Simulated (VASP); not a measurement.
Runs of VASP 6.6.1 on Cu. The structure is cubic, space group Fm-3m (No. 225). Conventional cell: a = 3.577 Å, b = 3.577 Å, c = 3.577 Å, α = 90.00°, β = 90.00°, γ = 90.00°. Within 3.3 Å of Cu (site symmetry m-3m) lie 12 Cu at 2.53 Å. 

```csv
task,level,potentials or basis,spin,cutoff (eV),k mesh for the DOS,occupations for the DOS,gap on the mesh (eV),pressure (GPa)
single point,PBE,"VASP PAW PBE potentials, release 64 (Cu)",off,520,-,-,none,(a)
single point,PBE,"VASP PAW PBE potentials, release 64 (Cu)","non-collinear, zero start, SOC",520,-,-,-,7.2
single point,r2SCAN,"VASP PAW PBE potentials, release 64 (Cu)",off,660,-,-,none,0.1
single point,LDA,"VASP PAW LDA potentials, release 64 (Cu)",off,600,-,-,none,-7.7
```

Alike in all rows: cell as given; k mesh 11 × 11 × 11; smearing fermi-dirac 0.1 eV.

Question: Fill in the values left out.

Answer: (a) 7.1.

Caveats: the PAW data sets were made with another functional, which shifts forces and pressure a little (some runs).

A gap of «none» marks levels without a gap at the run's occupations.
